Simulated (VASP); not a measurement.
Wanted: the native input for a VASP 6.6.1 run.

```yaml
Task: single point
Functional: PBE
Potentials_or_basis: VASP PAW PBE potentials, release 64 (B, Bi_d)
Cutoff: 520 eV
k_mesh: 3 × 3 × 2
Occupations: fermi-dirac, width 0.052 eV
Spin: no spin polarisation
Dipole_correction: no
Further_INCAR_settings: LREAL = Auto; ALGO = Normal; EDIFF = 1e-07; NBANDS = 86
```

The structure of BiB lies in POSCAR:

```
BiB
1.0
    7.7311530133      0.0000000000      0.0000000000
   -3.8655765066      6.6953749100      0.0000000000
    0.0000000000      0.0000000000      6.3754468436
B Bi
8 8
Direct
    0.1642854044      0.3359968680      0.0053091181
    0.3281045159      0.1645066953      0.5028467931
    0.1645119619      0.8310962530     -0.0036069629
    0.3412280430      0.6716626119      0.5025901837
    0.6718694681      0.3342977847     -0.0109273909
    0.8380818338      0.1685629282      0.5018746260
    0.6611980375      0.8249145230      0.0070445258
    0.8275314343      0.6552052811      0.5000989073
    0.1692636264      0.3390803399      0.3804302756
    0.3371419978      0.1750497942      0.8837391540
    0.1651033436      0.8233186452      0.3674998878
    0.3328035330      0.6728111660      0.8793324041
    0.6552305527      0.3198419848      0.3748690968
    0.8352061694      0.1635170569      0.8692993818
    0.6715546262      0.8340542651      0.3717639027
    0.8338613597      0.6730384871      0.8709488348
```

The input as run:

INCAR

```
PREC = Accurate
ENCUT = 520
EDIFF = 1E-7
ISMEAR = -1
SIGMA = 0.052
LREAL = Auto
LASPH = T
NELM = 80
ALGO = Normal
ISIF = 2
LWAVE = F
LCHARG = F
GGA = PE
NBANDS = 86
```

KPOINTS

```
Automatic mesh
0
Gamma
  3 3 2
```

Potentials or basis: VASP PAW PBE potentials, release 64 (B, Bi_d).

Launch:

```bash
$ cat potpaw_PBE.64/B/POTCAR potpaw_PBE.64/Bi_d/POTCAR > POTCAR
$ mpirun -np 1 vasp_std > vasp.out
```

It gave:

| Item | Value |
| --- | --- |
| Pressure | 1.4 GPa |
| Largest force | 0.894 eV/Å |
| Band gap on the k mesh | 0.04 eV |

Caveat: the k points lie up to 0.49 Å⁻¹ apart; the atoms stand as in a frame of molecular dynamics; the structure was generated, so it needn't be the stable form of BiB; spin-orbit coupling is left out, which moves the levels of the heavy elements.

Run time: 13 min on 1 thread of Oxide Virtual Turin-like Processor (shared host), peak memory 0.48 GiB.
